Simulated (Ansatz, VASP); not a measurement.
Ta32F in VASP and in Ansatz

```
CELL_PARAMETERS angstrom
0.00000 6.64148 6.64148
6.64148 0.00000 6.64148
6.64148 6.64148 0.00000
ATOMIC_POSITIONS crystal
Ta 0.99198 0.99205 0.00826
Ta 0.12026 0.12034 0.13336
Ta 0.25025 0.25033 0.24996
Ta 0.37491 0.37498 0.36729
Ta 0.99955 0.99962 0.50065
Ta 0.12024 0.12033 0.62652
Ta 0.22291 0.22301 0.77723
Ta 0.37490 0.37496 0.88332
Ta 0.00059 0.49809 0.99960
Ta 0.12601 0.62387 0.12529
Ta 0.25178 0.74925 0.25104
Ta 0.37613 0.88305 0.37065
Ta 0.00063 0.49809 0.50220
Ta 0.11688 0.63299 0.62530
Ta 0.25177 0.74927 0.74841
Ta 0.37366 0.86690 0.87996
Ta 0.49802 0.00068 0.99960
Ta 0.62380 0.12608 0.12528
Ta 0.74919 0.25188 0.25101
Ta 0.88298 0.37621 0.37065
Ta 0.49800 0.00068 0.50221
Ta 0.63292 0.11695 0.62531
Ta 0.74919 0.25185 0.74843
Ta 0.86682 0.37375 0.87995
Ta 0.49954 0.49962 0.00066
Ta 0.62955 0.62963 0.11722
Ta 0.75783 0.75789 0.24242
Ta 0.87489 0.87498 0.37642
Ta 0.52686 0.52694 0.47328
Ta 0.62954 0.62962 0.62407
Ta 0.75024 0.75033 0.74995
Ta 0.87488 0.87499 0.87420
F 0.37509 0.37477 0.62596
```

Alike in both runs: functional PBE; k mesh 1 × 1 × 1; occupations methfessel-paxton of order 1, width 0.1 eV; no spin polarisation.

Ansatz relaxed the structure, and its values are those at the end. VASP's run is a single point on that final structure, the one shown.

|  | VASP | Ansatz |
| --- | --- | --- |
| version | VASP 6.6.1 | Ansatz 0.2.0 |
| potentials or method | VASP PAW PBE potentials, release 64 (Ta_pv, F), cutoff 520 eV | plane-wave PAW DFT |
| valence electrons in the cell | 359 | 423 |

Ansatz gave:

- rms of the force components (eV/Å): 0.001

Problem. Estimate VASP's values.

Solution. rms of the force components (eV/Å): 0.009.

The functional is the same, so the differences come from potentials, cutoffs and numerics. VASP's potentials hold 359 valence electrons a cell and Ansatz's 423, so a difference there can come from the potentials and not from the codes.

Spin-orbit coupling is off throughout.
